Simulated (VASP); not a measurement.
The system is Al3GaAs4.

```xyz
8
Lattice="3.8459 0.0000 0.0000 0.0000 3.8459 0.0000 0.0000 0.0000 10.8777" Properties=species:S:1:pos:R:3 pbc="T T T"
Al    0.0000    0.0000    8.1583
Al    0.0000    0.0000    2.7194
Al    1.9229    1.9229    5.4389
Ga    1.9229    1.9229    0.0000
As    1.9229    0.0000    9.5180
As    0.0000    1.9229    1.3597
As    1.9229    0.0000    4.0792
As    0.0000    1.9229    6.7986
```

```yaml
Program: VASP 6.6.1
Task: relaxation of cell and atoms
Functional: PBE
Potentials_or_basis: VASP PAW PBE potentials, release 64 (Al, Ga_d, As)
Cutoff: 600 eV
k_mesh: 4 × 4 × 2
Occupations: gaussian, width 0.1 eV
Spin: no spin polarisation
```

At the start: pressure 15.1 GPa; volume 20.11 Å³/atom.

Task: Where does the relaxation end?

Result: Over 5 steps the energy falls by 144.4 meV/atom and the volume is 23.63 Å³/atom (+17.5 %); space group P-4m2 (No. 115, to 0.1 Å) before and after.

Step by step:
| step | energy change (eV) | largest force (eV/Å) | pressure (GPa) | volume (Å³) |
| --- | --- | --- | --- | --- |
| 1 | 0.0000 | 0.1206 | 15.09 | 160.89 |
| 2 | -0.7872 | 0.0705 | -5.31 | 209.13 |
| 3 | -1.1517 | 0.0701 | -0.01 | 189.08 |
| 4 | -1.1537 | 0.0372 | -0.01 | 189.06 |
| 5 | -1.1550 | 0.0398 | 0.00 | 189.02 |

Final structure:
```
Al Ga As
1.0
     4.07843    0.00000    0.00000
     0.00000    4.07843    0.00000
     0.00000    0.00000   11.36402
Al Ga As
3 1 4
Cartesian
  0.0000 0.0000 8.5241
  0.0000 0.0000 2.8399
  2.0392 2.0392 5.6820
  2.0392 2.0392 0.0000
  2.0392 0.0000 9.9316
  4.0784 2.0392 1.4325
  2.0392 0.0000 4.2605
  0.0000 2.0392 7.1035
```

Caveat: the volume moved by over 15 % at a fixed basis, so the end points are rough.
